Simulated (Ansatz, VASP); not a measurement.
## Mo: VASP beside Ansatz

POSCAR

```
Mo
1.0
    2.8937323186      0.0000000000      0.0000000000
   -1.4468661593      2.5060456996      0.0000000000
    0.0000000000      0.0000000000      2.4730060887
Mo
1
Direct
    0.0000000000      0.0000000000      0.5000000000
```

Contents of INCAR.step1:

```
SYSTEM = Mo
PREC     = Accurate       ! precision mode
ENCUT    = 550            ! plane-wave cutoff, eV
ISMEAR   = 0              ! smearing method
SIGMA    = 0.1            ! smearing width, eV
LREAL    = .False.        ! projectors in reciprocal space
LASPH    = .True.         ! aspherical terms in the spheres
NELM     = 120            ! most SCF steps
NBANDS   = 13             ! bands
GGA      = PE             ! functional
ALGO     = Normal         ! electronic algorithm
EDIFF    = 1E-5           ! SCF threshold, eV
LWAVE    = .True.         ! write WAVECAR
LCHARG   = .False.        ! write CHGCAR
GGA_COMPAT= .False.
```

File INCAR.step2:

```
SYSTEM = Mo
PREC     = Accurate       ! precision mode
ENCUT    = 550            ! plane-wave cutoff, eV
EDIFF    = 1E-6           ! SCF threshold, eV
ISMEAR   = 0              ! smearing method
SIGMA    = 0.1            ! smearing width, eV
LREAL    = .False.        ! projectors in reciprocal space
LASPH    = .True.         ! aspherical terms in the spheres
NELM     = 120            ! most SCF steps
ALGO     = Normal         ! electronic algorithm
ISIF     = 2              ! what is computed and relaxed
LWAVE    = .False.        ! write WAVECAR
LCHARG   = .True.         ! write CHGCAR
METAGGA  = R2SCAN         ! meta-GGA
LMIXTAU  = .True.       
LELF     = .True.         ! ELF
LVHAR    = .True.       
NBANDS   = 13             ! bands
ISTART   = 1            
GGA_COMPAT= .False.
```

File KPOINTS:

```
Automatic mesh
0
Gamma
  18 18 16
  0 0 0
```

Input for Ansatz:

```yaml
crystal:
  lattice:
    - [2.8937323186, 0.0, 0.0]
    - [-1.4468661593, 2.5060456996, 0.0]
    - [0.0, 0.0, 2.4730060887]
  atoms:
    - { symbol: Mo, position: [0.0, 0.0, 0.5] }
basis:
  ecutwfc: 500
kpoints:
  mp_grid: { grid: [18, 18, 16] }
hamiltonian:
  xc: r2scan
scf:
  occupations: { method: gaussian, width: 0.1 }
output:
  forces: true
  stress: true
  eigenvalues: true
```

Alike in both runs: task single point; functional r2SCAN; k mesh 18 × 18 × 16; occupations gaussian, width 0.1 eV; no spin polarisation.

|  | VASP | Ansatz |
| --- | --- | --- |
| version | VASP 6.6.1 | Ansatz 0.2.0 |
| potentials or method | VASP PAW PBE potentials, release 64 (Mo_sv), cutoff 550 eV | scalar-relativistic, plane waves, PAW |
| valence electrons in the cell | 14 | 14 |

Ansatz gave:

```
gap on the k mesh at the Fermi level (eV)                     : none
pressure (GPa)                                                : -14.2
traceless stress, the component that is largest in VASP (GPa) : 7.43
```

Question: What did VASP give for the same quantities?

Answer: gap on the k mesh at the Fermi level (eV): none; pressure (GPa): -13.4; traceless stress, the component that is largest in VASP (GPa): 8.02.

VASP's potentials were made for PBE, not for r2SCAN. A gap of «none» marks a metal or a gap that the smearing closes.
